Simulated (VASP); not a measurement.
## Pd: relaxation of cell and atoms with revPBE

The system is Pd.

```xyz
1
Lattice="0.0000 1.9465 1.9465 1.9465 0.0000 1.9465 1.9465 1.9465 0.0000" Properties=species:S:1:pos:R:3 pbc="T T T"
Pd    0.0000    0.0000    0.0000
```

```json
{
  "Program": "VASP 6.6.1",
  "Task": "relaxation of cell and atoms",
  "Functional": "revPBE",
  "Potentials or basis": "VASP PAW PBE potentials, release 64 (Pd)",
  "Cutoff": "600 eV",
  "k mesh": "12 × 12 × 12",
  "Occupations": "fermi-dirac, width 0.05 eV",
  "Spin": "no spin polarisation",
  "Dipole correction": "no",
  "Further INCAR settings": "ALGO = Normal; EDIFF = 1e-07; IBRION = 2; EDIFFG = -0.01; NSW = 60; ISIF = 3"
}
```

```
Relaxed volume                         : 15.59 Å³/atom
Relaxed cell                           : a = 2.804 Å, b = 2.804 Å, c = 2.804 Å, α = 60.00°, β = 60.00°, γ = 60.00°
Space group after relaxing (to 0.05 Å) : Fm-3m (No. 225)
Energy gained by relaxing              : 24.6 meV/atom
Ionic steps                            : 4
Pressure after relaxing                : 0.0 GPa
Band gap on the k mesh                 : zero (band 5 reaches 9.20 eV, above the bottom of band 6 at 7.76 eV)
```

The path:
| step | energy change (eV) | largest force (eV/Å) | pressure (GPa) | volume (Å³) |
| --- | --- | --- | --- | --- |
| 1 | 0.0000 | 0.0000 | 9.99 | 14.75 |
| 2 | 0.0139 | 0.0000 | -9.35 | 16.80 |
| 3 | -0.0246 | 0.0000 | -0.11 | 15.60 |
| 4 | -0.0246 | 0.0000 | 0.04 | 15.59 |

Final structure:
```yaml
crystal:
  lattice:
    - [0.00000, 1.98264, 1.98264]
    - [1.98264, 0.00000, 1.98264]
    - [1.98264, 1.98264, 0.00000]
  atoms:
    - { symbol: Pd, position: [0.00000, 0.00000, 0.00000] }
```

Levels at points of the mesh, in eV from the Fermi level:
```tsv
k point	band 3	band 4	band 5	band 6	band 7	band 8
(0.00, 0.00, 0.00)	-2.57	-2.57	-1.11	-1.11	17.18	21.67
(0.50, 0.00, 0.00)	-2.61	-0.01	-0.01	1.19	6.95	16.53
(0.50, 0.50, 0.00)	-0.04	0.28	0.28	3.42	10.27	12.98
```

It took 29 s on 1 thread of AMD EPYC 7R13 Processor (Zen 3) (shared host), peak memory 0.13 GiB.

Caveat: the PAW data sets were made with another functional, which shifts forces and pressure a little. Zero-point motion and thermal expansion aren't in these numbers.
